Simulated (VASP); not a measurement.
# AlNi (Pm-3m) in VASP: further runs, part 2 of 2

VASP 6.6.1.

### 3 Single point, LDA, collinear spin, ferromagnetic start (11.72 Å³/atom)

This run uses another cell than the first one, of 11.72 Å³/atom.

Input file INCAR:

```
SYSTEM = AlNi
PREC = Accurate ; ENCUT = 520
EDIFF = 1E-6 ; ISMEAR = -1
SIGMA = 0.05 ; LREAL = .FALSE.
LASPH = .TRUE. ; NELM = 150
ALGO = Normal ; ISIF = 2
LWAVE = .FALSE. ; LCHARG = .FALSE.
ISPIN = 2 ; MAGMOM = 1 0
LORBIT = 11 ; LMAXMIX = 4
GGA = CA ; NBANDS = 18
```

Input file KPOINTS:

```
Automatic mesh
0
G
  9 9 9
  0 0 0
```

Input file POSCAR:

```
AlNi
1.0
    2.8616638469      0.0000000000      0.0000000000
    0.0000000000      2.8616638469      0.0000000000
    0.0000000000      0.0000000000      2.8616638469
Ni Al
1 1
Direct
    0.5000000000      0.5000000000      0.5000000000
    0.0000000000      0.0000000000      0.0000000000
```

Potentials or basis: VASP PAW LDA potentials, release 64 (Ni, Al).

On the command line:

```sh
$ cat potpaw_LDA.64/Ni/POTCAR potpaw_LDA.64/Al/POTCAR > POTCAR
$ mpirun -np 1 vasp_std > vasp.out
```

OUTCAR:

```text
SYSTEM = AlNi
   PREC = Accurate
   ENCUT = 520
   EDIFF = 1E-6
   ISMEAR = -1
   LREAL = .FALSE.
   LASPH = .TRUE.
   NELM = 150
   ISIF = 2
   ISPIN = 2
   LORBIT = 11
   GGA = CA

 ion  position               nearest neighbor table
   1  0.500  0.500  0.500-   2 2.48   2 2.48   2 2.48   2 2.48   2 2.48   2 2.48   2 2.48   2 2.48

   2  0.000  0.000  0.000-   1 2.48   1 2.48   1 2.48   1 2.48   1 2.48   1 2.48   1 2.48   1 2.48

  LATTYP: Found a simple cubic cell.
 ALAT       =     2.8616638469

  Lattice vectors:

 A1 = (   2.8616638469,   0.0000000000,   0.0000000000)
 A2 = (   0.0000000000,   2.8616638469,   0.0000000000)
 A3 = (   0.0000000000,   0.0000000000,   2.8616638469)

Analysis of symmetry for initial positions (statically):
=====================================================================
 Subroutine PRICEL returns:
 Original cell was already a primitive cell.

 Routine SETGRP: Setting up the symmetry group for a
 simple cubic supercell.

 Subroutine GETGRP returns: Found 48 space group operations
 (whereof 48 operations were pure point group operations)
 out of a pool of 48 trial point group operations.

The static configuration has the point symmetry O_h .

Analysis of symmetry for dynamics (positions and initial velocities):
=====================================================================
 Subroutine PRICEL returns:
 Original cell was already a primitive cell.

 Routine SETGRP: Setting up the symmetry group for a
 simple cubic supercell.

 Subroutine GETGRP returns: Found 48 space group operations
 (whereof 48 operations were pure point group operations)
 out of a pool of 48 trial point group operations.

The dynamic configuration has the point symmetry O_h .

Analysis of structural, dynamic, and magnetic symmetry:
=====================================================================
 Subroutine PRICEL returns:
 Original cell was already a primitive cell.

 Routine SETGRP: Setting up the symmetry group for a
 simple cubic supercell.

 Subroutine GETGRP returns: Found 48 space group operations
 (whereof 48 operations were pure point group operations)
 out of a pool of 48 trial point group operations.

The overall configuration has the point symmetry O_h .

 Subroutine INISYM returns: Found 48 space group operations
 (whereof 48 operations are pure point group operations),
 and found     1 'primitive' translations

----------------------------------------------------------------------------------------

                                     Primitive cell

  volume of cell :      23.4345

  direct lattice vectors                    reciprocal lattice vectors
     2.861663847  0.000000000  0.000000000     0.349447054  0.000000000  0.000000000
     0.000000000  2.861663847  0.000000000     0.000000000  0.349447054  0.000000000
     0.000000000  0.000000000  2.861663847     0.000000000  0.000000000  0.349447054

  length of vectors
     2.861663847  2.861663847  2.861663847     0.349447054  0.349447054  0.349447054

  position of ions in fractional coordinates (direct lattice)
     0.500000000  0.500000000  0.500000000
     0.000000000  0.000000000  0.000000000

  ion indices of the primitive-cell ions
   primitive index   ion index
                 1           1
[... 66 lines left out ...]
   ICHARG =      2    charge: 1-file 2-atom 10-const
   ISPIN  =      2    spin polarized calculation?
   LNONCOLLINEAR =      F non collinear calculations
   LSORBIT =      F    spin-orbit coupling
   LASPH  =      T    aspherical Exc in radial PAW
   ENCUT  =  520.0 eV  38.22 Ry    6.18 a.u.   5.32  5.32  5.32*2*pi/ulx,y,z
   NELM   =    150;   NELMIN=  2; NELMDL= -5     # of ELM steps
   EDIFF  = 0.1E-05   stopping-criterion for ELM
   LREAL  =      F    real-space projection
   EDIFFG = 0.1E-04   stopping-criterion for IOM
   NSW    =      0    number of steps for IOM
   IBRION =     -1    ionic relax: 0-MD 1-quasi-New 2-CG
   NFREE  =      0    steps in history (QN), initial steepest desc. (CG)
   ISIF   =      2    stress and relaxation
   ISYM   =      2    0-nonsym 1-usesym 2-fastsym
   POTIM  = 0.5000    time-step for ionic-motion
   TEBEG  =    0.0;   TEEND  =   0.0 temperature during run
   PSTRESS=    0.0 pullay stress
   NELECT =      13.0000    total number of electrons
   NUPDOWN=      -1.0000    fix difference up-down
   EMIN   =  10.00;   EMAX   =-10.00  energy-range for DOS
   EFERMI =   0.00;   METHOD = LEGACY
   ISMEAR =    -1;   SIGMA  =   0.05  broadening in eV -4-tet -1-fermi 0-gaus
   EFERMI_NEDOS =   21; number of points for ismear=-14 and -15
   IALGO  =     38    algorithm
   IMIX   =      4    mixing-type and parameters
     AMIX     =   0.40;   BMIX     =  1.00
     AMIX_MAG =   1.60;   BMIX_MAG =  1.00
  volume/ion in A,a.u.               =      11.72        79.07
  Fermi-wavevector in a.u.,A,eV,Ry     =   1.345150  2.541965 24.618764  1.809428
  Thomas-Fermi vector in A             =   2.473086
   LORBIT       =     11    0 simple, 1 ext, 2 COOP (PROOUT), +10 PAW based schemes
   GGA     = CA    functional components
   LHFCALC =     F    Hartree Fock is set to
   AEXX    =    0.0000 exact exchange contribution
   IVDW    =     0    specifies the selected vdW correction
   LEPSILON=     F    determine dielectric tensor
   LRPA    =     F    only Hartree local field effects (RPA)
 spin polarized calculation
  energy-cutoff  :      520.00
  volume of cell :       23.43
 maximum number of plane-waves:       651
 NGX is ok and might be reduce to    24
   NGX = 11   NGY = 11   NGZ = 11

 number of electron      13.0000010 magnetization      -0.0009057

 number of electron      13.0000010 magnetization       0.0002086

 Free energy of the ion-electron system (eV)
  ---------------------------------------------------
  ext. energy  EPLUGINS =         0.00000000
  ---------------------------------------------------
  free energy    TOTEN  =       -12.18444708 eV

  energy without entropy =      -12.17809540  energy(sigma->0) =      -12.18127124

 E-fermi :  10.0211     XC(G=0): -12.3997

 val. band max:        9.9603810612   @ k =   0.3333   0.3333   0.0000
 cond. band min:      10.0695017640   @ k =   0.3333   0.1111   0.1111
 fundamental gap:      0.1091207028
 Fermi energy:        10.0211020882

 spin component 1

 k-point     1 :       0.0000    0.0000    0.0000
  band No.  band energies     occupation
      1      -1.2116      1.00000
      2       6.6640      1.00000
      3       6.6640      1.00000
      4       8.3997      1.00000
      5       8.3997      1.00000
      6       8.3997      1.00000
[... 493 lines left out ...]
     17      32.7676      0.00000
     18      36.7043      0.00000

 [... further k-points ...]

 spin component 2

 k-point     1 :       0.0000    0.0000    0.0000
  band No.  band energies     occupation
      1      -1.2116      1.00000
      2       6.6641      1.00000
      3       6.6641      1.00000
      4       8.3997      1.00000
      5       8.3997      1.00000
      6       8.3997      1.00000
[... 493 lines left out ...]
     17      32.7676      0.00000
     18      36.7052      0.00000

 [... further k-points ...]

------------------------ aborting loop because EDIFF is reached ----------------------------------------

  FORCE on cell =-STRESS in cart. coord.  units (eV):
  Direction    XX          YY          ZZ          XY          YZ          ZX
  --------------------------------------------------------------------------------------
  -------------------------------------------------------------------------------------
  Total       -0.7577241     -0.7577241     -0.7577241      0.0000000     -0.0000000      0.0000000
  in kB      -51.8043019    -51.8043019    -51.8043019      0.0000000     -0.0000000      0.0000000
  external PRESSURE =     -51.8043019 kB  Pullay stress =       0.0000000 kB

 VOLUME and BASIS-vectors are now :
 -----------------------------------------------------------------------------
  energy-cutoff  :      520.00
  volume of cell :       23.43
      direct lattice vectors                 reciprocal lattice vectors
     2.861663847  0.000000000  0.000000000     0.349447054  0.000000000  0.000000000
     0.000000000  2.861663847  0.000000000     0.000000000  0.349447054  0.000000000
     0.000000000  0.000000000  2.861663847     0.000000000  0.000000000  0.349447054

 POSITION                                       TOTAL-FORCE (eV/Angst)
 -----------------------------------------------------------------------------------
      1.43083      1.43083      1.43083         0.000000      0.000000      0.000000
      0.00000      0.00000      0.00000         0.000000      0.000000      0.000000
 -----------------------------------------------------------------------------------
    total drift:                                0.000000      0.000000     -0.000000

  FREE ENERGIE OF THE ION-ELECTRON SYSTEM (eV)
  ---------------------------------------------------
  free  energy   TOTEN  =       -12.1844470786 eV

  energy  without entropy=      -12.1780953962  energy(sigma->0) =      -12.18127124

 total charge

# of ion       s       p       d       tot
------------------------------------------
    1        0.490   0.536   8.500   9.526
    2        0.391   0.426   0.000   0.817
--------------------------------------------------
tot          0.881   0.962   8.500  10.343

 magnetization (x)

# of ion       s       p       d       tot
------------------------------------------
    1        0.000  -0.000   0.000   0.000
    2        0.000   0.000   0.000   0.000
--------------------------------------------------
tot          0.000   0.000   0.000   0.000
```

It took 14 s on 1 thread of Intel Xeon Platinum 8488C (Sapphire Rapids), shared host; peak memory 0.14 GiB.

What came out:

```
Free energy                                           : -12.1844 eV
Pressure                                              : -5.2 GPa
Net moment                                            : 0.00 μB per cell
Valence electrons inside the program's atomic spheres : Ni 9.53; Al 0.82
```

Caveat: the cell stands under tension.

### 4 Single point, PBEsol, collinear spin, ferromagnetic start (11.72 Å³/atom)

This run uses another cell than the first one, of 11.72 Å³/atom.

Input file INCAR:

```
SYSTEM = AlNi
PREC = Accurate
ENCUT = 520
EDIFF = 1E-7
ISMEAR = -1
SIGMA = 0.05
LREAL = .False.
LASPH = .True.
NELM = 150
ALGO = Normal
ISIF = 2
LWAVE = .False.
LCHARG = .True.
ISPIN = 2
MAGMOM = 1 0
LORBIT = 11
LMAXMIX = 4
GGA = PS
LELF = .True.
LVHAR = .True.
NBANDS = 18
```

Input file KPOINTS:

```
regular mesh
0
Gamma
  9 9 9
  0 0 0
```

POSCAR is that of step 3.

Potentials or basis: VASP PAW PBE potentials, release 64 (Ni, Al).

On the command line:

```sh
$ cat potpaw_PBE.64/Ni/POTCAR potpaw_PBE.64/Al/POTCAR > POTCAR
$ mpirun -np 1 vasp_std > vasp.out
```

Wall time 19 s (1 thread of Intel Xeon Platinum 8488C (Sapphire Rapids), shared host); peak memory 0.16 GiB.

Results (log left out):

| Quantity | Value |
| --- | --- |
| Free energy | -11.5859 eV |
| Pressure | 0.1 GPa |
| Net moment | 0.00 μB per cell |
| Valence electrons inside the program's atomic spheres | Ni 9.51; Al 0.81 |

Levels at points of the mesh, in eV from the Fermi level:
Spin up:
```csv
k point,band 3,band 4,band 5,band 6,band 7,band 8,band 9,band 10
"(0.00, 0.00, 0.00)",-3.35,-1.60,-1.60,-1.60,5.57,5.57,5.57,8.20
```
Spin down:
| k point | band 2 | band 3 | band 4 | band 5 | band 6 | band 7 | band 8 | band 9 | band 10 | band 11 |
| --- | --- | --- | --- | --- | --- | --- | --- | --- | --- | --- |
| (0.00, 0.00, 0.00) | -3.35 | -3.35 | -1.60 | -1.60 | -1.60 | 5.57 | 5.57 | 5.57 | 8.20 | 8.20 |

Caveat: the PAW data sets were made with another functional, which shifts forces and pressure a little.

### 5 Single point, PBEsol, collinear spin, ferromagnetic start

This run uses another cell than the first one, of 11.96 Å³/atom.

Input file INCAR:

```
SYSTEM = AlNi
ALGO = Normal
EDIFF = 1E-6
ENCUT = 520
GGA = PS
ISIF = 2
ISMEAR = -1
ISPIN = 2
LASPH = .TRUE.
LCHARG = .FALSE.
LMAXMIX = 4
LORBIT = 11
LREAL = .FALSE.
LWAVE = .FALSE.
MAGMOM = 0.9 0
NBANDS = 18
NELM = 150
PREC = Accurate
SIGMA = 0.05
```

Input file KPOINTS:

```
k-points
0
G
  9 9 9
  0 0 0
```

Input file POSCAR:

```
AlNi
1.0
    2.8810000000      0.0000000000      0.0000000000
    0.0000000000      2.8810000000      0.0000000000
    0.0000000000      0.0000000000      2.8810000000
Ni Al
1 1
Direct
    0.5000000000      0.5000000000      0.5000000000
    0.0000000000      0.0000000000      0.0000000000
```

Potentials or basis: VASP PAW PBE potentials, release 64 (Ni, Al).

On the command line:

```sh
$ cat potpaw_PBE.64/Ni/POTCAR potpaw_PBE.64/Al/POTCAR > POTCAR
$ mpirun -np 1 vasp_std > vasp.out
```

OUTCAR:

```text
SYSTEM = AlNi
   EDIFF = 1E-6
   ENCUT = 520
   GGA = PS
   ISIF = 2
   ISMEAR = -1
   ISPIN = 2
   LASPH = .TRUE.
   LORBIT = 11
   LREAL = .FALSE.
   NELM = 150
   PREC = Accurate

 ion  position               nearest neighbor table
   1  0.500  0.500  0.500-   2 2.50   2 2.50   2 2.50   2 2.50   2 2.50   2 2.50   2 2.50   2 2.50

   2  0.000  0.000  0.000-   1 2.50   1 2.50   1 2.50   1 2.50   1 2.50   1 2.50   1 2.50   1 2.50

  LATTYP: Found a simple cubic cell.
 ALAT       =     2.8810000000

  Lattice vectors:

 A1 = (   2.8810000000,   0.0000000000,   0.0000000000)
 A2 = (   0.0000000000,   2.8810000000,   0.0000000000)
 A3 = (   0.0000000000,   0.0000000000,   2.8810000000)

Analysis of symmetry for initial positions (statically):
=====================================================================
[... 1225 lines left out ...]
      direct lattice vectors                 reciprocal lattice vectors
     2.881000000  0.000000000  0.000000000     0.347101701  0.000000000  0.000000000
     0.000000000  2.881000000  0.000000000     0.000000000  0.347101701  0.000000000
     0.000000000  0.000000000  2.881000000     0.000000000  0.000000000  0.347101701

 POSITION                                       TOTAL-FORCE (eV/Angst)
 -----------------------------------------------------------------------------------
      1.44050      1.44050      1.44050         0.000000      0.000000      0.000000
      0.00000      0.00000      0.00000         0.000000      0.000000      0.000000
 -----------------------------------------------------------------------------------
    total drift:                                0.000000      0.000000     -0.000000

  FREE ENERGIE OF THE ION-ELECTRON SYSTEM (eV)
  ---------------------------------------------------
  free  energy   TOTEN  =       -11.5812776503 eV

  energy  without entropy=      -11.5747036823  energy(sigma->0) =      -11.57799067

 total charge

# of ion       s       p       d       tot
------------------------------------------
    1        0.480   0.522   8.474   9.477
    2        0.383   0.412   0.000   0.794
--------------------------------------------------
tot          0.863   0.934   8.474  10.271

 magnetization (x)

# of ion       s       p       d       tot
------------------------------------------
    1       -0.000  -0.000   0.000   0.000
    2        0.000   0.000   0.000   0.000
--------------------------------------------------
tot          0.000   0.000   0.000   0.000
```

OSZICAR:

```text
N       E                     dE             d eps       ncg     rms          rms(c)
DAV:   1     0.454880093094E+02    0.45488E+02   -0.50807E+03  2560   0.757E+02
DAV:   2    -0.104314707477E+02   -0.55919E+02   -0.49338E+02  2698   0.162E+02
DAV:   3    -0.131432209759E+02   -0.27118E+01   -0.26459E+01  3006   0.367E+01
DAV:   4    -0.131786635678E+02   -0.35443E-01   -0.35412E-01  2938   0.373E+00
DAV:   5    -0.131794578282E+02   -0.79426E-03   -0.79422E-03  3040   0.610E-01    0.131E+01
DAV:   6    -0.154760275205E+02   -0.22966E+01   -0.46958E+01  2804   0.800E+01    0.173E+01
DAV:   7    -0.116135662521E+02    0.38625E+01   -0.13868E+01  2780   0.467E+01    0.157E+00
DAV:   8    -0.115954904933E+02    0.18076E-01   -0.30885E-01  3350   0.516E+00    0.105E+00
DAV:   9    -0.115807926032E+02    0.14698E-01   -0.41188E-02  3128   0.190E+00    0.545E-01
DAV:  10    -0.115812025412E+02   -0.40994E-03   -0.10069E-03  3344   0.297E-01    0.216E-01
DAV:  11    -0.115811772118E+02    0.25329E-04   -0.21704E-03  3218   0.401E-01    0.112E-01
DAV:  12    -0.115812732364E+02   -0.96025E-04   -0.22005E-04  3380   0.133E-01    0.435E-02
DAV:  13    -0.115812778884E+02   -0.46520E-05   -0.14168E-05  3466   0.324E-02    0.143E-02
DAV:  14    -0.115812776503E+02    0.23809E-06   -0.13486E-06  1508   0.123E-02
   1 F= -.11581278E+02 E0= -.11577991E+02  d E =-.657397E-02  mag=     0.0000
```

Wall time 16 s (1 thread of Intel Xeon Platinum 8488C (Sapphire Rapids), shared host); peak memory 0.16 GiB.

Results:

```
Free energy                                           : -11.5813 eV
Pressure                                              : -3.2 GPa
Net moment                                            : 0.00 μB per cell
Valence electrons inside the program's atomic spheres : Ni 9.48; Al 0.79
```

Caveat: the cell stands under tension; the PAW data sets were made with another functional, which shifts forces and pressure a little.

### 6 Single point, PBEsol, collinear spin, ferromagnetic start

This run uses another cell than the first one, of 11.96 Å³/atom.

Input file INCAR:

```
PREC     = Accurate       # precision mode
ENCUT    = 520            # plane-wave cutoff, eV
EDIFF    = 1E-6           # SCF threshold, eV
ISMEAR   = -1             # smearing method
SIGMA    = 0.05           # smearing width, eV
LREAL    = False          # projectors in reciprocal space
LASPH    = True           # aspherical terms in the spheres
NELM     = 150            # most SCF steps
ALGO     = Normal         # electronic algorithm
ISIF     = 2              # what is computed and relaxed
LWAVE    = False          # write WAVECAR
LCHARG   = False          # write CHGCAR
ISPIN    = 2              # spin polarisation
MAGMOM   = 2.5 0          # initial moments
LORBIT   = 11             # projections on sites
LMAXMIX  = 4              # l up to which the mixer works
GGA      = PS             # functional
NBANDS   = 18             # bands
```

Input file KPOINTS:

```
Automatic mesh
0
Gamma
  9 9 9
```

POSCAR is that of step 5.

Potentials or basis: VASP PAW PBE potentials, release 64 (Ni, Al).

On the command line:

```sh
$ cat potpaw_PBE.64/Ni/POTCAR potpaw_PBE.64/Al/POTCAR > POTCAR
$ mpirun -np 1 vasp_std > vasp.out
```

Wall time 17 s (1 thread of Intel Xeon Platinum 8488C (Sapphire Rapids), shared host); peak memory 0.16 GiB.

Results (log left out):

| Item | Value |
| --- | --- |
| Free energy | -11.5813 eV |
| Pressure | -3.2 GPa |
| Net moment | 0.00 μB per cell |
| Valence electrons inside the program's atomic spheres | Ni 9.48; Al 0.79 |

Levels at points of the mesh, in eV from the Fermi level:
Spin up:
| k point | band 3 | band 4 | band 5 | band 6 | band 7 | band 8 | band 9 | band 10 |
| --- | --- | --- | --- | --- | --- | --- | --- | --- |
| (0.00, 0.00, 0.00) | -3.25 | -1.56 | -1.56 | -1.56 | 5.50 | 5.50 | 5.50 | 8.14 |
Spin down:
```csv
k point,band 4,band 5,band 6,band 7,band 8,band 9
"(0.00, 0.00, 0.00)",-1.56,-1.56,-1.56,5.50,5.50,5.50
```

Caveat: the cell stands under tension; the PAW data sets were made with another functional, which shifts forces and pressure a little.

### 7 Overview

| level | potentials or basis | cell | gap on the mesh (eV) | pressure (GPa) | moment (μB) |
| --- | --- | --- | --- | --- | --- |
| PBEsol | VASP PAW PBE potentials, release 64 (Ni, Al) | a = 2.842 Å, 2 atoms | none | 3.9 | 0.00 |
| LDA | VASP PAW LDA potentials, release 64 (Ni, Al) | a = 2.862 Å, 2 atoms | none | -5.2 | 0.00 |
| PBEsol | VASP PAW PBE potentials, release 64 (Ni, Al) | a = 2.862 Å, 2 atoms | none | 0.1 | 0.00 |
| PBEsol | VASP PAW PBE potentials, release 64 (Ni, Al) | a = 2.881 Å, 2 atoms | none | -3.2 | 0.00 |

Alike in all rows: task single point; spin collinear, ferromagnetic start; k mesh 9 × 9 × 9; cutoff (eV) 520; smearing fermi-dirac 0.05 eV.

Caveats: the PAW data sets were made with another functional, which shifts forces and pressure a little (at least some runs); the cell stands under tension (at least some runs); the cell stands under pressure (at least some runs).

Absolute energies hang on the potentials; compare differences alone.
